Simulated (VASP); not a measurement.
LiH:

```
CELL_PARAMETERS angstrom
2.96594 0.00000 0.00000
0.00000 2.96594 0.00000
0.00000 0.00000 4.58468
ATOMIC_POSITIONS crystal
Li 0.00000 0.50000 0.50000
Li 0.50000 0.00000 0.00000
H 0.50000 0.50000 0.25000
H 0.50000 0.50000 0.75000
```

The cell was generated, and may not be a known phase.

* Program: VASP 6.6.1
* Task: relaxation of cell and atoms
* Functional: PBE
* Potentials or basis: VASP PAW PBE potentials, release 64 (Li_sv, H)
* Cutoff: 600 eV
* k mesh: 16 × 16 × 10
* Occupations: gaussian, width 0.1 eV
* Spin: no spin polarisation

At the start: pressure 1.6 GPa; volume 10.08 Å³/atom.

Task: Where does the relaxation end?

Result: Over 9 steps the energy falls by 53.1 meV/atom and the volume is 10.25 Å³/atom (+1.6 %); space group P4_2/mmc (No. 131, to 0.1 Å) before and after.

The path:
| step | energy change (eV) | largest force (eV/Å) | pressure (GPa) | volume (Å³) |
| --- | --- | --- | --- | --- |
| 1 | 0.0000 | 0.0000 | 1.61 | 40.33 |
| 2 | -0.1033 | 0.0000 | 0.92 | 40.90 |
| 3 | -0.2096 | 0.0000 | -0.75 | 42.18 |
| 4 | -0.2101 | 0.0000 | -0.63 | 42.10 |
| 5 | -0.2101 | 0.0000 | -0.67 | 42.13 |
| 6 | -0.2114 | 0.0000 | -0.47 | 41.75 |
| 7 | -0.2125 | 0.0000 | -0.04 | 40.99 |
| 8 | -0.2125 | 0.0000 | -0.07 | 41.02 |
| 9 | -0.2126 | 0.0000 | -0.02 | 40.98 |

Final structure:
```xyz
4
Lattice="2.8271 0.0000 0.0000 0.0000 2.8271 0.0000 0.0000 0.0000 5.1278" Properties=species:S:1:pos:R:3 pbc="T T T"
Li    0.0000    1.4136    2.5639
Li    1.4136    0.0000    0.0000
H     1.4136    1.4136    1.2819
H     1.4136    1.4136    3.8458
```

Caveat: the cutoff is under 1.25 times the usual one of these potentials, so pressure, stress and relaxed cells hold a basis-set (Pulay) error.
